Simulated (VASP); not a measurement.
# Cd (P6_3/mmc) in VASP: notebook

Runs on Cd. Level: LDA. Tasks: single point.

Program: VASP 6.6.1. These are calculated values, not measurements. Logs are shortened: lines on timing, memory, paths and dates and some standing lists are left out, and cuts for length are marked.

### 1 The cell of the first run

Symmetry: P6_3/mmc, No. 194, hexagonal system. Conventional cell: a = 2.882 Å, b = 2.882 Å, c = 5.638 Å, α = 90.00°, β = 90.00°, γ = 120.00°. Within 3.8 Å of Cd (site symmetry -6m2) lie 12 Cd at 2.88 to 3.27 Å.

### 2 Single point, LDA

File INCAR:

```
SYSTEM = Cd
  ALGO = Normal
  EDIFF = 1E-6
  ENCUT = 630
  GGA_COMPAT = .False.
  ISIF = 2
  ISMEAR = 1
  LASPH = .True.
  LCHARG = .False.
  LREAL = .False.
  LWAVE = .False.
  NBANDS = 27
  NELM = 120
  PREC = Accurate
  SIGMA = 0.3
```

File KPOINTS:

```
k-points
0
Gamma
  13 13 6
  0 0 0
```

File POSCAR:

```
Cd
1.0
    2.8818641727      0.0000000000      0.0000000000
   -1.4409320863      2.4957675838      0.0000000000
    0.0000000000      0.0000000000      5.6383707528
Cd
2
Direct
    0.3333333333      0.6666666667      0.2500000000
    0.6666666667      0.3333333333      0.7500000000
```

Potentials or basis: VASP PAW LDA potentials, release 64 (Cd_sv_GW).

Launch:

```console
$ cat potpaw_LDA.64/Cd_sv_GW/POTCAR > POTCAR
$ mpirun -np 1 vasp_std > vasp.out
```

OUTCAR:

```text
SYSTEM = Cd
   EDIFF = 1E-6
   ENCUT = 630
   ISIF = 2
   ISMEAR = 1
   LASPH = .True.
   LREAL = .False.
   NELM = 120
   PREC = Accurate

 ion  position               nearest neighbor table
   1  0.333  0.667  0.250-
   2  0.667  0.333  0.750-

  LATTYP: Found a hexagonal cell.
 ALAT       =     2.8818641727
 C/A-ratio  =     1.9565012141

  Lattice vectors:

 A1 = (   2.8818641727,   0.0000000000,   0.0000000000)
 A2 = (  -1.4409320863,   2.4957675838,   0.0000000000)
 A3 = (   0.0000000000,   0.0000000000,   5.6383707528)

Analysis of symmetry for initial positions (statically):
=====================================================================
 Subroutine PRICEL returns:
 Original cell was already a primitive cell.

 Routine SETGRP: Setting up the symmetry group for a
 hexagonal supercell.

 Subroutine GETGRP returns: Found 24 space group operations
 (whereof 12 operations were pure point group operations)
 out of a pool of 24 trial point group operations.

The static configuration has the point symmetry D_3d.
 The point group associated with its full space group is D_6h.

Analysis of symmetry for dynamics (positions and initial velocities):
=====================================================================
 Subroutine PRICEL returns:
 Original cell was already a primitive cell.

 Routine SETGRP: Setting up the symmetry group for a
 hexagonal supercell.

 Subroutine GETGRP returns: Found 24 space group operations
 (whereof 12 operations were pure point group operations)
 out of a pool of 24 trial point group operations.

The dynamic configuration has the point symmetry D_3d.
 The point group associated with its full space group is D_6h.

 Subroutine INISYM returns: Found 24 space group operations
 (whereof 12 operations are pure point group operations),
 and found     1 'primitive' translations

----------------------------------------------------------------------------------------

                                     Primitive cell

  volume of cell :      40.5538

  direct lattice vectors                    reciprocal lattice vectors
     2.881864173  0.000000000  0.000000000     0.346997617  0.200339167  0.000000000
    -1.440932086  2.495767584  0.000000000     0.000000000  0.400678335  0.000000000
     0.000000000  0.000000000  5.638370753     0.000000000  0.000000000  0.177356198

  length of vectors
     2.881864173  2.881864173  5.638370753     0.400678335  0.400678335  0.177356198

  position of ions in fractional coordinates (direct lattice)
     0.333333333  0.666666667  0.250000000
     0.666666667  0.333333333  0.750000000

  ion indices of the primitive-cell ions
   primitive index   ion index
                 1           1
                 2           2

----------------------------------------------------------------------------------------

 KPOINTS: k-points

Automatic generation of k-mesh.
 Grid dimensions read from file:
 generate k-points for:   13   13    6

 Generating k-lattice:

  Cartesian coordinates                     Fractional coordinates (reciprocal lattice)
     0.026692124  0.015410705  0.000000000     0.076923077 -0.000000000  0.000000000
     0.000000000  0.030821410  0.000000000     0.000000000  0.076923077  0.000000000
     0.000000000  0.000000000  0.029559366     0.000000000  0.000000000  0.166666667

  Length of vectors
     0.030821410  0.030821410  0.029559366

  Shift w.r.t. Gamma in fractional coordinates (k-lattice)
     0.000000000  0.000000000  0.000000000

 Subroutine IBZKPT returns following result:
 ===========================================

 Found     84 irreducible k-points:

 Following reciprocal coordinates:
            Coordinates               Weight
  0.000000  0.000000  0.000000      1.000000
  0.076923  0.000000  0.000000      6.000000
  0.153846 -0.000000  0.000000      6.000000
  0.230769 -0.000000  0.000000      6.000000
  0.307692 -0.000000  0.000000      6.000000
  0.384615  0.000000  0.000000      6.000000
[... 16 lines left out ...]
  0.076923  0.000000  0.166667     12.000000
  0.153846 -0.000000  0.166667     12.000000
 [... further k-points ...]
   k-points           NKPTS =     84   k-points in BZ     NKDIM =     84   number of bands    NBANDS=     27
   number of dos      NEDOS =    301   number of ions     NIONS =      2
   total plane-waves  NPLWV =  27648
   dimension x,y,z NGX =    24 NGY =   24 NGZ =   48
   dimension x,y,z NGXF=    48 NGYF=   48 NGZF=   96
   ions per type =               2
   NGX,Y,Z   is equivalent  to a cutoff of  13.84, 13.84, 14.15 a.u.
   NGXF,Y,Z  is equivalent  to a cutoff of  27.69, 27.69, 28.31 a.u.
 SYSTEM =  Cd
   PREC   = accura    normal or accurate (medium, high low for compatibility)
   ISTART =      0    job   : 0-new  1-cont  2-samecut
   ICHARG =      2    charge: 1-file 2-atom 10-const
   ISPIN  =      1    spin polarized calculation?
   LNONCOLLINEAR =      F non collinear calculations
   LSORBIT =      F    spin-orbit coupling
   LASPH  =      T    aspherical Exc in radial PAW
   ENCUT  =  630.0 eV  46.30 Ry    6.80 a.u.   5.90  5.90 11.54*2*pi/ulx,y,z
   NELM   =    120;   NELMIN=  2; NELMDL= -5     # of ELM steps
   EDIFF  = 0.1E-05   stopping-criterion for ELM
   LREAL  =      F    real-space projection
   EDIFFG = 0.1E-04   stopping-criterion for IOM
   NSW    =      0    number of steps for IOM
   IBRION =     -1    ionic relax: 0-MD 1-quasi-New 2-CG
   NFREE  =      0    steps in history (QN), initial steepest desc. (CG)
   ISIF   =      2    stress and relaxation
   ISYM   =      2    0-nonsym 1-usesym 2-fastsym
   POTIM  = 0.5000    time-step for ionic-motion
   TEBEG  =    0.0;   TEEND  =   0.0 temperature during run
   PSTRESS=    0.0 pullay stress
   NELECT =      40.0000    total number of electrons
   NUPDOWN=      -1.0000    fix difference up-down
   EMIN   =  10.00;   EMAX   =-10.00  energy-range for DOS
   EFERMI =   0.00;   METHOD = LEGACY
   ISMEAR =     1;   SIGMA  =   0.30  broadening in eV -4-tet -1-fermi 0-gaus
   EFERMI_NEDOS =   21; number of points for ismear=-14 and -15
   IALGO  =     38    algorithm
   IMIX   =      4    mixing-type and parameters
     AMIX     =   0.40;   BMIX     =  1.00
     AMIX_MAG =   1.60;   BMIX_MAG =  1.00
  volume/ion in A,a.u.               =      20.28       136.84
  Fermi-wavevector in a.u.,A,eV,Ry     =   1.629613  3.079521 36.132143  2.655638
  Thomas-Fermi vector in A             =   2.722050
   LORBIT       =      0    0 simple, 1 ext, 2 COOP (PROOUT), +10 PAW based schemes
   GGA     = CA    functional components
   LHFCALC =     F    Hartree Fock is set to
   AEXX    =    0.0000 exact exchange contribution
   IVDW    =     0    specifies the selected vdW correction
   LEPSILON=     F    determine dielectric tensor
   LRPA    =     F    only Hartree local field effects (RPA)
 non-spin polarized calculation
 Methfessel and Paxton  Order N= 1 SIGMA  =   0.30
  energy-cutoff  :      630.00
  volume of cell :       40.55
 maximum number of plane-waves:      1474
 NGX is ok and might be reduce to    24
   NGX = 11   NGY = 11   NGZ = 23

 number of electron      40.0000021 magnetization

 Free energy of the ion-electron system (eV)
  ---------------------------------------------------
  ext. energy  EPLUGINS =         0.00000000
  ---------------------------------------------------
  free energy    TOTEN  =        -3.06464118 eV

  energy without entropy =       -3.06531227  energy(sigma->0) =       -3.06486487

 E-fermi :   6.7256     XC(G=0): -12.0172

 val. band max:        6.6126642981   @ k =   0.1538   0.0769   0.1667
 cond. band min:       6.7548967337   @ k =   0.3077  -0.0000   0.0000
 fundamental gap:      0.1422324356
 Fermi energy:         6.7256470942

 k-point     1 :       0.0000    0.0000    0.0000
  band No.  band energies     occupation
      1     -95.7289      2.00000
      2     -95.7277      2.00000
      3     -57.1048      2.00000
      4     -57.0827      2.00000
      5     -57.0562      2.00000
      6     -57.0562      2.00000
[... 19 lines left out ...]
     26      22.7454      0.00000
     27      22.7460      0.00000

 k-point     2 :       0.0769    0.0000    0.0000
  band No.  band energies     occupation
      1     -95.7285      2.00000
      2     -95.7273      2.00000
      3     -57.1040      2.00000
      4     -57.0825      2.00000
      5     -57.0607      2.00000
      6     -57.0587      2.00000
[... 19 lines left out ...]
     26      21.5852      0.00000
     27      22.8916      0.00000

 k-point     3 :       0.1538   -0.0000    0.0000
  band No.  band energies     occupation
      1     -95.7273      2.00000
      2     -95.7262      2.00000
      3     -57.1017      2.00000
      4     -57.0819      2.00000
      5     -57.0737      2.00000
      6     -57.0716      2.00000
[... 19 lines left out ...]
     26      21.3578      0.00000
     27      21.6562      0.00000

 k-point     4 :       0.2308   -0.0000    0.0000
  band No.  band energies     occupation
      1     -95.7256      2.00000
      2     -95.7246      2.00000
      3     -57.0985      2.00000
      4     -57.0919      2.00000
      5     -57.0899      2.00000
      6     -57.0813      2.00000
[... 19 lines left out ...]
     26      19.5165      0.00000
     27      20.9861      0.00000

 k-point     5 :       0.3077   -0.0000    0.0000
  band No.  band energies     occupation
      1     -95.7238      2.00000
      2     -95.7230      2.00000
      3     -57.1113      2.00000
      4     -57.1092      2.00000
      5     -57.0946      2.00000
      6     -57.0807      2.00000
[... 19 lines left out ...]
     26      20.1321      0.00000
     27      20.8260      0.00000

 k-point     6 :       0.3846    0.0000    0.0000
  band No.  band energies     occupation
      1     -95.7223      2.00000
      2     -95.7217      2.00000
      3     -57.1273      2.00000
      4     -57.1251      2.00000
      5     -57.0911      2.00000
      6     -57.0808      2.00000
[... 444 lines left out ...]
      1     -95.7204      2.00000
      2     -95.7202      2.00000
      3     -57.1191      2.00000
      4     -57.1172      2.00000
      5     -57.1071      2.00000
      6     -57.1050      2.00000
[... 19 lines left out ...]
     26      13.2120      0.00000
     27      15.0262      0.00000

 k-point    22 :       0.0000    0.0000    0.1667
  band No.  band energies     occupation
      1     -95.7288      2.00000
      2     -95.7277      2.00000
      3     -57.1034      2.00000
      4     -57.0842      2.00000
      5     -57.0560      2.00000
      6     -57.0560      2.00000
[... 19 lines left out ...]
     26      22.8370      0.00000
     27      22.8718      0.00000

 k-point    23 :       0.0769    0.0000    0.1667
  band No.  band energies     occupation
      1     -95.7284      2.00000
      2     -95.7273      2.00000
      3     -57.1026      2.00000
      4     -57.0840      2.00000
      5     -57.0606      2.00000
      6     -57.0588      2.00000
[... 19 lines left out ...]
     26      22.5243      0.00000
     27      22.8878      0.00000

 k-point    24 :       0.1538   -0.0000    0.1667
  band No.  band energies     occupation
      1     -95.7272      2.00000
      2     -95.7262      2.00000
      3     -57.1005      2.00000
      4     -57.0834      2.00000
      5     -57.0735      2.00000
      6     -57.0717      2.00000
[... 19 lines left out ...]
     26      21.2771      0.00000
     27      22.5735      0.00000

 [... further k-points ...]

------------------------ aborting loop because EDIFF is reached ----------------------------------------

  FORCE on cell =-STRESS in cart. coord.  units (eV):
  Direction    XX          YY          ZZ          XY          YZ          ZX
  --------------------------------------------------------------------------------------
  -------------------------------------------------------------------------------------
  Total        0.2890304      0.2890304     -0.5852927      0.0000000     -0.0000000      0.0000000
  in kB       11.4188613     11.4188613    -23.1234395      0.0000000     -0.0000000      0.0000000
  external PRESSURE =      -0.0952389 kB  Pullay stress =       0.0000000 kB

 VOLUME and BASIS-vectors are now :
 -----------------------------------------------------------------------------
  energy-cutoff  :      630.00
  volume of cell :       40.55
      direct lattice vectors                 reciprocal lattice vectors
     2.881864173  0.000000000  0.000000000     0.346997617  0.200339167  0.000000000
    -1.440932086  2.495767584  0.000000000     0.000000000  0.400678335  0.000000000
     0.000000000  0.000000000  5.638370753     0.000000000  0.000000000  0.177356198

 POSITION                                       TOTAL-FORCE (eV/Angst)
 -----------------------------------------------------------------------------------
     -0.00000      1.66385      1.40959         0.000000     -0.000000      0.000000
      1.44093      0.83192      4.22878        -0.000000      0.000000     -0.000000
 -----------------------------------------------------------------------------------
    total drift:                               -0.000000      0.000000      0.000000

  FREE ENERGIE OF THE ION-ELECTRON SYSTEM (eV)
  ---------------------------------------------------
  free  energy   TOTEN  =        -3.0646411767 eV

  energy  without entropy=       -3.0653122697  energy(sigma->0) =       -3.06486487
```

Run time: 42 s. Hardware: 1 thread of AMD EPYC 9R45 (Zen 5), shared host; peak memory 0.21 GiB.

What came out:

```
Free energy            : -3.0646 eV
Pressure               : 0.0 GPa
Band gap on the k mesh : zero (bands 20 and 21 overlap by 4.68 eV)
```

### 3 Single point, LDA

File INCAR:

```
SYSTEM = Cd
PREC = Accurate
ENCUT = 630
EDIFF = 1E-6
ISMEAR = -1
SIGMA = 0.1
LREAL = .FALSE.
LASPH = .TRUE.
NELM = 120
ALGO = Normal
ISIF = 2
LWAVE = .FALSE.
LCHARG = .TRUE.
GGA = CA
LELF = .TRUE.
LVHAR = .TRUE.
NBANDS = 27
GGA_COMPAT = .FALSE.
```

File KPOINTS:

```
Automatic mesh
0
G
  13 13 6
  0 0 0
```

POSCAR is that of step 2.

Potentials or basis: VASP PAW LDA potentials, release 64 (Cd_sv_GW).

Launch:

```console
$ cat potpaw_LDA.64/Cd_sv_GW/POTCAR > POTCAR
$ mpirun -np 1 vasp_std > vasp.out
```

Wall time 34 s (1 thread of Intel Xeon 6975P-C (Granite Rapids), shared host); peak memory 0.24 GiB.

The run converged. Its results:

| Property | Result |
| --- | --- |
| Free energy | -3.0721 eV |
| Pressure | 0.0 GPa |
| Band gap on the k mesh | zero (bands 20 and 21 overlap by 4.68 eV) |

Stress tensor (GPa, compression positive):
```
 1.04  0.00  0.00
 0.00  1.04  0.00
 0.00  0.00 -2.04
```

Levels at points of the mesh, in eV from the Fermi level:
```csv
k point,band 18,band 19,band 20,band 21,band 22,band 23
"(0.00, 0.00, 0.00)",-8.36,-8.36,-3.34,-3.30,9.79,14.34
"(0.00, 0.00, 0.50)",-8.47,-7.66,-7.66,3.38,3.38,14.61
```

The gap in the log of VASP goes by the Fermi energy; the results here count the filled bands.